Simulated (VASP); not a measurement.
Co:

```
CELL_PARAMETERS angstrom
2.50307 0.00000 0.00000
-1.25154 2.16772 0.00000
0.00000 0.00000 8.19467
ATOMIC_POSITIONS crystal
Co 0.66667 0.33333 0.75000
Co 0.00000 0.00000 0.50000
Co 0.33333 0.66667 0.25000
Co 0.00000 0.00000 0.00000
```

Base run:

- Program: VASP 6.6.1
- Functional: BLYP
- Potentials or basis: VASP PAW PBE potentials, release 64 (Co)
- Cutoff: 520 eV
- k mesh: 12 × 12 × 4
- Occupations: fermi-dirac, width 0.05 eV
- Spin: collinear spin, ferromagnetic start
- Starting moments: [2.0, 2.0, 2.0, 2.0] μB

Its results: pressure 4.7 GPa; net moment 6.56 μB per cell; site moments Co +1.67, +1.65 μB.

The run is repeated on the same cell with these changes: functional from BLYP to PBEsol; further incar settings from ALGO = Fast; EDIFF = 1e-06; NBANDS = 30 to ALGO = Normal; EDIFF = 1e-07; NBANDS = 30. What comes out?

Pressure -13.9 GPa; net moment 6.69 μB per cell; site moments Co +1.70, +1.68 μB.

Caveats: the PAW data sets were made with another functional, which shifts forces and pressure a little.
